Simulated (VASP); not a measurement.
Set up this calculation in VASP 6.6.1, as the native input.

| Property | Result |
| --- | --- |
| Task | relaxation of cell and atoms |
| Functional | PBEsol |
| Potentials or basis | VASP PAW PBE potentials, release 64 (Te, Sn_d) |
| Cutoff | 600 eV |
| k mesh | 6 × 6 × 6 |
| Occupations | fermi-dirac, width 0.05 eV |
| Spin | no spin polarisation |
| Dipole correction | no |
| Further INCAR settings | ALGO = Normal; EDIFF = 1e-07; IBRION = 2; EDIFFG = -0.01; NSW = 60; ISIF = 3 |

The structure of Sn3Te lies in POSCAR:

```
Sn3Te
1.0
    4.8656220000      0.0000000000      0.0000000000
    0.0000000000      4.8656220000      0.0000000000
    0.0000000000      0.0000000000      4.8656220000
Te Sn
1 3
Direct
    0.0000000000      0.0000000000      0.0000000000
    0.0000000000      0.5000000000      0.5000000000
    0.5000000000      0.0000000000      0.5000000000
    0.5000000000      0.5000000000      0.0000000000
```

These files were run (other wordings do the same):

INCAR

```
SYSTEM = Sn3Te
ALGO     = Normal         ! electronic algorithm
EDIFF    = 1E-7           ! SCF threshold, eV
EDIFFG   = -0.01          ! ionic threshold
ENCUT    = 600            ! plane-wave cutoff, eV
GGA      = PS             ! functional
IBRION   = 2              ! ionic algorithm
ISIF     = 3              ! what is computed and relaxed
ISMEAR   = -1             ! smearing method
LASPH    = .TRUE.         ! aspherical terms in the spheres
LCHARG   = .FALSE.        ! write CHGCAR
LREAL    = .FALSE.        ! projectors in reciprocal space
LWAVE    = .FALSE.        ! write WAVECAR
NELM     = 80             ! most SCF steps
NSW      = 60             ! ionic steps
PREC     = Accurate       ! precision mode
SIGMA    = 0.05           ! smearing width, eV
```

KPOINTS

```
k-points
0
G
  6 6 6
  0 0 0
```

Potentials or basis: VASP PAW PBE potentials, release 64 (Te, Sn_d).

The run is started by

```bash
$ cat potpaw_PBE.64/Te/POTCAR potpaw_PBE.64/Sn_d/POTCAR > POTCAR
$ mpirun -np 1 vasp_std > vasp.out
```

It gave:

| Property | Result |
| --- | --- |
| Relaxed volume | 27.34 Å³/atom |
| Relaxed cell | a = 4.782 Å, b = 4.782 Å, c = 4.782 Å, α = 90.00°, β = 90.00°, γ = 90.00° |
| Space group after relaxing (to 0.1 Å) | Pm-3m (No. 221) |
| Energy gained by relaxing | 11.2 meV/atom |
| Ionic steps | 3 |
| Pressure after relaxing | 0.0 GPa |
| Band gap on the k mesh | zero (bands 24 and 25 overlap by 3.53 eV) |

Caveat: the PAW data sets were made with another functional, which shifts forces and pressure a little; spin-orbit coupling is left out, which moves the levels of the heavy elements.

Run time: 98 s on 1 thread of Intel(R) Xeon(R) 6975P-C (Granite Rapids) (shared host), peak memory 0.29 GiB.
